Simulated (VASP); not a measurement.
# Ag (Im-3m) in VASP: notebook, part 2 of 2

VASP 6.6.1. Earlier steps stand in the parts before.

## (4) Single point, PBE

Contents of INCAR:

```
PREC     = Accurate       # precision mode
ENCUT    = 520            # plane-wave cutoff, eV
EDIFF    = 1E-6           # SCF threshold, eV
ISMEAR   = -1             # smearing method
SIGMA    = 0.15           # smearing width, eV
LREAL    = False          # projectors in reciprocal space
LASPH    = True           # aspherical terms in the spheres
NELM     = 60             # most SCF steps
ALGO     = Normal         # electronic algorithm
ISIF     = 2              # what is computed and relaxed
LWAVE    = False          # write WAVECAR
LCHARG   = True           # write CHGCAR
GGA      = PE             # functional
LELF     = True           # ELF
LVHAR    = True         
NBANDS   = 12             # bands
```

Contents of KPOINTS:

```
regular mesh
0
Gamma
  20 20 20
```

Contents of POSCAR:

```
Ag
1.0
   -1.6507373240      1.6507373240      1.6507373240
    1.6507373240     -1.6507373240      1.6507373240
    1.6507373240      1.6507373240     -1.6507373240
Ag
1
Direct
    0.0000000000      0.0000000000      0.0000000000
```

Potentials or basis: VASP PAW PBE potentials, release 64 (Ag).

Launch:

```bash
$ cat potpaw_PBE.64/Ag/POTCAR > POTCAR
$ mpirun -np 1 vasp_std > vasp.out
```

OUTCAR:

```text
PREC = Accurate
   ENCUT = 520
   EDIFF = 1E-6
   ISMEAR = -1
   LREAL = False
   LASPH = True
   NELM = 60
   ISIF = 2
   GGA = PE

 ion  position               nearest neighbor table
   1  0.000  0.000  0.000-

  LATTYP: Found a body centered cubic cell.
 ALAT       =     3.3014746480

  Lattice vectors:

 A1 = (  -1.6507373240,   1.6507373240,   1.6507373240)
 A2 = (   1.6507373240,  -1.6507373240,   1.6507373240)
 A3 = (   1.6507373240,   1.6507373240,  -1.6507373240)

Analysis of symmetry for initial positions (statically):
=====================================================================
 Subroutine PRICEL returns:
 Original cell was already a primitive cell.

 Routine SETGRP: Setting up the symmetry group for a
 body centered cubic supercell.

 Subroutine GETGRP returns: Found 48 space group operations
 (whereof 48 operations were pure point group operations)
 out of a pool of 48 trial point group operations.

The static configuration has the point symmetry O_h .

Analysis of symmetry for dynamics (positions and initial velocities):
=====================================================================
 Subroutine PRICEL returns:
 Original cell was already a primitive cell.

 Routine SETGRP: Setting up the symmetry group for a
 body centered cubic supercell.

 Subroutine GETGRP returns: Found 48 space group operations
 (whereof 48 operations were pure point group operations)
 out of a pool of 48 trial point group operations.

The dynamic configuration has the point symmetry O_h .

 Subroutine INISYM returns: Found 48 space group operations
 (whereof 48 operations are pure point group operations),
 and found     1 'primitive' translations

----------------------------------------------------------------------------------------
[... 108 lines left out ...]
   IALGO  =     38    algorithm
   IMIX   =      4    mixing-type and parameters
     AMIX     =   0.40;   BMIX     =  1.00
     AMIX_MAG =   1.60;   BMIX_MAG =  1.00
  volume/ion in A,a.u.               =      17.99       121.42
  Fermi-wavevector in a.u.,A,eV,Ry     =   1.389444  2.625669 26.266796  1.930555
  Thomas-Fermi vector in A             =   2.513474
   LORBIT       =      0    0 simple, 1 ext, 2 COOP (PROOUT), +10 PAW based schemes
   GGA     = PE    functional components
   LHFCALC =     F    Hartree Fock is set to
   AEXX    =    0.0000 exact exchange contribution
   IVDW    =     0    specifies the selected vdW correction
   LEPSILON=     F    determine dielectric tensor
   LRPA    =     F    only Hartree local field effects (RPA)
 non-spin polarized calculation
  energy-cutoff  :      520.00
  volume of cell :       17.99
 maximum number of plane-waves:       498
 NGX is ok and might be reduce to    24
   NGX = 11   NGY = 11   NGZ = 11

 number of electron      11.0000003 magnetization

 Free energy of the ion-electron system (eV)
  ---------------------------------------------------
  ext. energy  EPLUGINS =         0.00000000
  ---------------------------------------------------
  free energy    TOTEN  =        -2.69619063 eV

  energy without entropy =       -2.67321001  energy(sigma->0) =       -2.68470032

 E-fermi :   7.7381     XC(G=0): -11.8913

 val. band max:        7.7354484567   @ k =  -0.4000   0.4500   0.1000
 cond. band min:       7.7695089942   @ k =   0.5000   0.0000   0.0000
 fundamental gap:      0.0340605375
 Fermi energy:         7.7380799777

 k-point     1 :       0.0000    0.0000    0.0000
  band No.  band energies     occupation
      1       0.3317      2.00000
      2       2.9777      2.00000
      3       2.9777      2.00000
      4       2.9777      2.00000
      5       4.1981      2.00000
      6       4.1981      2.00000
      7      25.4925      0.00000
      8      25.4925      0.00000
      9      25.4925      0.00000
     10      30.9903      0.00000
     11      30.9903      0.00000
     12      30.9903      0.00000
[... 331 lines left out ...]
 k-point    24 :       0.2500    0.1000    0.0000
  band No.  band energies     occupation
      1       1.9795      2.00000
      2       2.5432      2.00000
      3       3.4975      2.00000
      4       3.9828      2.00000
      5       4.3025      2.00000
      6       5.0025      2.00000
      7      17.5056      0.00000
      8      21.0665      0.00000
      9      23.1691      0.00000
     10      26.8563      0.00000
     11      29.7812      0.00000
     12      30.2389      0.00000

 [... further k-points ...]
[... 5 lines left out ...]
  --------------------------------------------------------------------------------------
  -------------------------------------------------------------------------------------
  Total       -0.0126748     -0.0126748     -0.0126748     -0.0000000      0.0000000     -0.0000000
  in kB       -1.1286452     -1.1286452     -1.1286452     -0.0000000      0.0000000     -0.0000000
  external PRESSURE =      -1.1286452 kB  Pullay stress =       0.0000000 kB

 VOLUME and BASIS-vectors are now :
 -----------------------------------------------------------------------------
  energy-cutoff  :      520.00
  volume of cell :       17.99
      direct lattice vectors                 reciprocal lattice vectors
    -1.650737324  1.650737324  1.650737324     0.000000000  0.302894950  0.302894950
     1.650737324 -1.650737324  1.650737324     0.302894950  0.000000000  0.302894950
     1.650737324  1.650737324 -1.650737324     0.302894950  0.302894950  0.000000000

 POSITION                                       TOTAL-FORCE (eV/Angst)
 -----------------------------------------------------------------------------------
      0.00000      0.00000      0.00000        -0.000000      0.000000     -0.000000
 -----------------------------------------------------------------------------------
    total drift:                               -0.000000      0.000000      0.000000

  FREE ENERGIE OF THE ION-ELECTRON SYSTEM (eV)
  ---------------------------------------------------
  free  energy   TOTEN  =        -2.6961906279 eV

  energy  without entropy=       -2.6732100078  energy(sigma->0) =       -2.68470032
```

It took 37 s on 1 thread of AMD EPYC 9R45 (Zen 5), shared host; peak memory 0.15 GiB.

Results:

* Free energy: -2.6962 eV
* Pressure: -0.1 GPa

## (5) Single point, PBE (volume scaled by 1.02)

Contents of INCAR:

```
PREC = Accurate
ENCUT = 520
EDIFF = 1E-6
ISMEAR = -1
SIGMA = 0.15
LREAL = F
LASPH = T
NELM = 60
ALGO = Normal
ISIF = 2
LWAVE = F
LCHARG = T
GGA = PE
LELF = T
LVHAR = T
NBANDS = 12
```

Contents of KPOINTS:

```
Automatic mesh
0
Gamma
  20 20 20
```

Contents of POSCAR:

```
Ag
1.0
   -1.6616696778      1.6616696778      1.6616696778
    1.6616696778     -1.6616696778      1.6616696778
    1.6616696778      1.6616696778     -1.6616696778
Ag
1
Direct
    0.0000000000      0.0000000000      0.0000000000
```

Launch:

```bash
$ cat potpaw_PBE.64/Ag/POTCAR > POTCAR
$ mpirun -np 1 vasp_std > vasp.out
```

Run time: 36 s. Hardware: 1 thread of AMD EPYC 9R45 (Zen 5), shared host; peak memory 0.15 GiB.

It converged, with:

```
Free energy : -2.6942 eV
Pressure    : -1.7 GPa
```

Levels at points of the mesh, in eV from the Fermi level:
```
           k point  band 1  band 2  band 3  band 4  band 5  band 6  band 7  band 8  band 9  band 10
(0.00, 0.00, 0.00)   -7.27   -4.69   -4.69   -4.69   -3.51   -3.51   17.68   17.68   17.68    22.88
(0.50, 0.00, 0.00)   -6.00   -5.38   -3.56   -3.41   -2.63    0.08    3.72   13.04   13.82    19.08
(0.50, 0.50, 0.50)   -5.95   -5.95   -2.84   -2.84   -2.84    6.67    6.67    6.67   11.79    12.86
```

## (6) Summary

```tsv
cell	k mesh	smearing	gap on the mesh (eV)	pressure (GPa)
a = 2.861 Å, angles 109.5°, 1 atom	18 × 18 × 18	gaussian 0.1 eV	none	-0.1
a = 2.840 Å, angles 109.5°, 1 atom	20 × 20 × 20	fermi-dirac 0.15 eV	none	1.8
a = 2.859 Å, angles 109.5°, 1 atom	20 × 20 × 20	fermi-dirac 0.15 eV	none	-0.1
a = 2.878 Å, angles 109.5°, 1 atom	20 × 20 × 20	fermi-dirac 0.15 eV	none	-1.7
```

Alike in all rows: task single point; level PBE; potentials or basis VASP PAW PBE potentials, release 64 (Ag); no spin polarisation; cutoff (eV) 520.

Total energies depend on the potentials used, so only differences within one code and one set of settings carry meaning.
